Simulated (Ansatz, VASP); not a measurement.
# One calculation of BaZrO3, two programs

Contents of INCAR:

```
SYSTEM = BaZrO3
PREC     = Accurate       ! precision mode
ENCUT    = 1340           ! plane-wave cutoff, eV
EDIFF    = 1E-6           ! SCF threshold, eV
ISMEAR   = 0              ! smearing method
SIGMA    = 0.05           ! smearing width, eV
LREAL    = .False.        ! projectors in reciprocal space
LASPH    = .True.         ! aspherical terms in the spheres
NELM     = 120            ! most SCF steps
ALGO     = Normal         ! electronic algorithm
ISIF     = 2              ! what is computed and relaxed
LWAVE    = .False.        ! write WAVECAR
LCHARG   = .False.        ! write CHGCAR
GGA      = PE             ! functional
NBANDS   = 28             ! bands
GGA_COMPAT= .False.
```

The input KPOINTS:

```
Automatic mesh
0
Gamma
  6 6 6
  0 0 0
```

POSCAR

```
BaZrO3
1.0
    4.1815000000      0.0000000000      0.0000000000
    0.0000000000      4.1815000000      0.0000000000
    0.0000000000      0.0000000000      4.1815000000
Ba Zr O
1 1 3
Direct
    0.5000000000      0.4936586143      0.4936586143
    0.0000000000      0.0000000000      0.0000000000
    0.5000000000      0.0000000000      0.0000000000
    0.0000000000      0.5000000000      0.0000000000
    0.0000000000      0.0000000000      0.5000000000
```

Input for Ansatz:

```yaml
crystal:
  lattice:
    - [4.1815, 0.0, 0.0]
    - [0.0, 4.1815, 0.0]
    - [0.0, 0.0, 4.1815]
  atoms:
    - { symbol: Ba, position: [0.5, 0.4936586143, 0.4936586143] }
    - { symbol: Zr, position: [0.0, 0.0, 0.0] }
    - { symbol: O, position: [0.5, 0.0, 0.0] }
    - { symbol: O, position: [0.0, 0.5, 0.0] }
    - { symbol: O, position: [0.0, 0.0, 0.5] }
basis:
  ecutwfc: 420
kpoints:
  mp_grid: { grid: [6, 6, 6] }
hamiltonian:
  xc: pbe
scf:
  occupations: { method: gaussian, width: 0.05 }
output:
  forces: true
  stress: true
  eigenvalues: true
```

Change from the starting cell: all Ba atoms moved +0.037 Å, as atom 1 towards its neighbour atom 3 (O) at 2.957 Å.

Alike in both runs: task single point; functional PBE; k mesh 6 × 6 × 6; occupations gaussian, width 0.05 eV; no spin polarisation.

|  | VASP | Ansatz |
| --- | --- | --- |
| version | VASP 6.6.1 | Ansatz 0.2.0 |
| potentials or method | VASP PAW PBE potentials, release 64 (Ba_sv, Zr_sv, O_h), cutoff 1340 eV | scalar-relativistic, plane waves, PAW |
| valence electrons in the cell | 40 | 40 |

```tsv
	VASP	Ansatz	Ansatz less VASP
gap on the k mesh at the Fermi level (eV)	3.21	3.26	+0.046
least direct gap on the mesh (eV)	3.42	3.44	+0.020
pressure (GPa)	6.2	5.3	-0.94
rms of the force components (eV/Å)	0.053	0.050	-0.0030
```

Atom by atom the forces differ by 0.005 eV/Å (rms over components).

Neither program's run includes spin-orbit coupling.
